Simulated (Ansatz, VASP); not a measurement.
HfN: VASP beside Ansatz

```
CELL_PARAMETERS angstrom
0.00000 2.25086 2.25086
2.25086 0.00000 2.25086
2.25086 2.25086 0.00000
ATOMIC_POSITIONS crystal
Hf 0.00000 0.00000 0.00000
N 0.50000 0.50000 0.50000
```

Alike in both runs: task single point; functional PBEsol; k mesh 6 × 6 × 6; occupations gaussian, width 0.1 eV; no spin polarisation.

|  | VASP | Ansatz |
| --- | --- | --- |
| version | VASP 6.6.1 | Ansatz 0.2.0 |
| potentials or method | VASP PAW PBE potentials, release 64 (Hf_pv, N), cutoff 600 eV | scalar-relativistic, plane waves, PAW |
| valence electrons in the cell | 15 | 31 |

Ansatz gave:

| Item | Value |
| --- | --- |
| gap on the k mesh at the Fermi level (eV) | none |
| pressure (GPa) | -0.1 |

Question: Which values does VASP return?

Answer: gap on the k mesh at the Fermi level (eV): none; pressure (GPa): -2.5.

VASP's potentials were made for PBE, not for PBEsol, and Ansatz warns of the same on its side. A gap of «none» marks a metal or a gap that the smearing closes. With one functional, cell and mesh, what is left measures potentials, basis and numerics. VASP's potentials hold 15 valence electrons a cell and Ansatz's 31, so a difference there can come from the potentials and not from the codes.

The k mesh is coarse, so the values compare programs but aren't converged. Spin-orbit coupling is off throughout.
